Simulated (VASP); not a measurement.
A run of VASP 6.6.1 is set up as follows.

Contents of INCAR:

```
ALGO     = Normal         # electronic algorithm
EDIFF    = 1E-6           # SCF threshold, eV
ENCUT    = 500            # plane-wave cutoff, eV
GGA      = PS             # functional
GGA_COMPAT= False        
ISIF     = 2              # what is computed and relaxed
ISMEAR   = 0              # smearing method
LASPH    = True           # aspherical terms in the spheres
LCHARG   = False          # write CHGCAR
LREAL    = False          # projectors in reciprocal space
LWAVE    = False          # write WAVECAR
NBANDS   = 18             # bands
NELM     = 120            # most SCF steps
PREC     = Accurate       # precision mode
SIGMA    = 0.05           # smearing width, eV
```

Contents of KPOINTS:

```
k-points
0
Gamma
  10 10 10
```

Contents of POSCAR:

```
InPd
1.0
    3.2487861999      0.0000000000      0.0000000000
    0.0000000000      3.2487861999      0.0000000000
    0.0000000000      0.0000000000      3.2487861999
In Pd
1 1
Direct
    0.0000000000      0.0000000000      0.0000000000
    0.5000000000      0.5000000000      0.5000000000
```

Potentials or basis: VASP PAW PBE potentials, release 64 (In_d, Pd).

Launch:

```sh
$ cat potpaw_PBE.64/In_d/POTCAR potpaw_PBE.64/Pd/POTCAR > POTCAR
$ mpirun -np 1 vasp_std > vasp.out
```

Task: Estimate the pressure.

Result: 0.2 GPa.

Caveat: the PAW data sets were made with another functional, which shifts forces and pressure a little.
